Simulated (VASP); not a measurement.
## Sb: relaxation of cell and atoms with r2SCAN+D3(BJ)

Sb:

```
Sb
1.0
     2.15420    1.24373    3.75800
    -2.15420    1.24373    3.75800
     0.00000   -2.48746    3.75800
Sb
2
Direct
  0.76651 0.76651 0.76651
  0.23349 0.23349 0.23349
```

```yaml
Program: VASP 6.6.1
Task: relaxation of cell and atoms
Functional: r2SCAN
Dispersion: D3(BJ)
Potentials_or_basis: VASP PAW PBE potentials, release 64 (Sb)
Cutoff: 600 eV
k_mesh: 8 × 8 × 8
Occupations: fermi-dirac, width 0.05 eV
Spin: no spin polarisation
Dipole_correction: no
Further_INCAR_settings: ALGO = Normal; EDIFF = 1e-06; IBRION = 2; EDIFFG = -0.01; NSW = 60; ISIF = 3
```

- Relaxed volume: 30.49 Å³/atom
- Relaxed cell: a = 4.514 Å, b = 4.514 Å, c = 4.514 Å, α = 57.28°, β = 57.28°, γ = 57.28°
- Space group after relaxing (to 0.1 Å): R-3m (No. 166)
- Energy gained by relaxing: 0.6 meV/atom
- Ionic steps: 9
- Pressure after relaxing: 0.0 GPa
- Band gap on the k mesh: zero (bands 5 and 6 overlap by 0.22 eV)
- Dispersion energy per atom: -0.219 eV

Forces in eV/Å, atoms in the order of the input:
```
Sb   0.000  0.000 -0.002
Sb   0.000  0.000  0.002
```

The path:
| step | energy change (eV) | largest force (eV/Å) | pressure (GPa) | volume (Å³) |
| --- | --- | --- | --- | --- |
| 1 | 0.0000 | 0.0451 | 0.60 | 60.41 |
| 2 | -0.0005 | 0.0628 | -0.44 | 61.40 |
| 3 | -0.0011 | 0.0155 | 0.00 | 60.96 |
| 4 | -0.0011 | 0.0172 | 0.00 | 60.98 |
| 5 | -0.0011 | 0.0219 | -0.04 | 61.02 |
| 6 | -0.0011 | 0.0188 | -0.04 | 60.99 |
| 7 | -0.0012 | 0.0027 | 0.05 | 60.93 |
| 8 | -0.0012 | 0.0020 | 0.06 | 60.92 |
| 9 | -0.0012 | 0.0021 | 0.02 | 60.98 |

Final structure:
```cif
data_structure
_symmetry_space_group_name_H-M 'P 1'
_symmetry_Int_Tables_number 1
_cell_length_a 4.5144
_cell_length_b 4.5144
_cell_length_c 4.5144
_cell_angle_alpha 57.279
_cell_angle_beta 57.279
_cell_angle_gamma 57.279
_cell_volume 60.98
loop_
_atom_site_label
_atom_site_type_symbol
_atom_site_fract_x
_atom_site_fract_y
_atom_site_fract_z
_atom_site_occupancy
Sb1 Sb 0.76653 0.76653 0.76653 1
Sb2 Sb 0.23347 0.23347 0.23347 1
```

Levels at points of the mesh, in eV from the Fermi level:
| k point | band 1 | band 2 | band 3 | band 4 | band 5 | band 6 | band 7 | band 8 | band 9 |
| --- | --- | --- | --- | --- | --- | --- | --- | --- | --- |
| (0.00, 0.00, 0.00) | -13.40 | -4.97 | -2.36 | -2.15 | -2.15 | 2.01 | 2.65 | 2.65 | 5.27 |
| (0.50, 0.00, 0.00) | -10.94 | -10.17 | -2.27 | -2.10 | -0.49 | -0.21 | 0.23 | 0.37 | 8.01 |
| (0.50, 0.50, 0.00) | -10.93 | -8.44 | -5.79 | -4.10 | -4.05 | 1.61 | 5.01 | 5.68 | 7.14 |
| (0.50, 0.50, 0.50) | -11.80 | -9.46 | -1.62 | -1.62 | -0.51 | -0.06 | -0.06 | 1.11 | 7.39 |

Wall time 4.2 min on 1 thread of Intel(R) Xeon(R) 6975P-C (Granite Rapids) (shared host), peak memory 0.24 GiB.

Caveat: the PAW data sets were made with another functional, which shifts forces and pressure a little; spin-orbit coupling is left out, which moves the levels of the heavy elements. Zero-point motion and thermal expansion aren't in these numbers.
